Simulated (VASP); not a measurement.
Here is a VASP 6.6.1 calculation.

Contents of INCAR:

```
PREC     = Accurate       # precision mode
ENCUT    = 520            # plane-wave cutoff, eV
EDIFF    = 1E-6           # SCF threshold, eV
ISMEAR   = 0              # smearing method
SIGMA    = 0.1            # smearing width, eV
LREAL    = F              # projectors in reciprocal space
LASPH    = T              # aspherical terms in the spheres
NELM     = 80             # most SCF steps
ALGO     = Fast           # electronic algorithm
ISIF     = 2              # what is computed and relaxed
LWAVE    = F              # write WAVECAR
LCHARG   = F              # write CHGCAR
LDIPOL   = T            
IDIPOL   = 3            
DIPOL    = 0.5 0.5 0.495
GGA      = PS             # functional
NBANDS   = 36             # bands
```

Contents of KPOINTS:

```
Automatic mesh
0
Gamma
  12 12 1
```

Contents of POSCAR:

```
V4N
1.0
    2.5624431093      0.0000000000      0.0000000000
   -0.8541477031      2.4158945320      0.0000000000
    0.0000000000      0.0000000000     25.2766781127
V N
4 1
Direct
    0.5000000000      0.5000000000      0.3362783655
    0.0000000000      0.0000000000      0.4190513481
    0.5000000000      0.5000000000      0.4992195090
    0.0000000000      0.0000000000      0.5878259212
    0.5000000000      1.0000000000      0.6333892397
```

Potentials or basis: VASP PAW PBE potentials, release 64 (V_sv, N).

Command:

```bash
$ cat potpaw_PBE.64/V_sv/POTCAR potpaw_PBE.64/N/POTCAR > POTCAR
$ mpirun -np 1 vasp_std > vasp.out
```

Q: What does it give for the largest force?

A: 0.335 eV/Å.

Q: What does it give for the band gap on the k mesh?

A: Zero (an odd number of electrons rules out a gap without spin polarisation).

Forces on the atoms (eV/Å):
```
V    0.000  0.000  0.316
V    0.000  0.000 -0.335
V    0.000  0.000 -0.008
V    0.000  0.000 -0.110
N    0.000  0.000  0.137
```

Caveat: the PAW data sets were made with another functional, which shifts forces and pressure a little; the run has no spin polarisation, though such a crystal can be magnetic. With open d or f shells a metallic result of PBEsol can be an artefact of self-interaction; +U or a hybrid may open a gap.
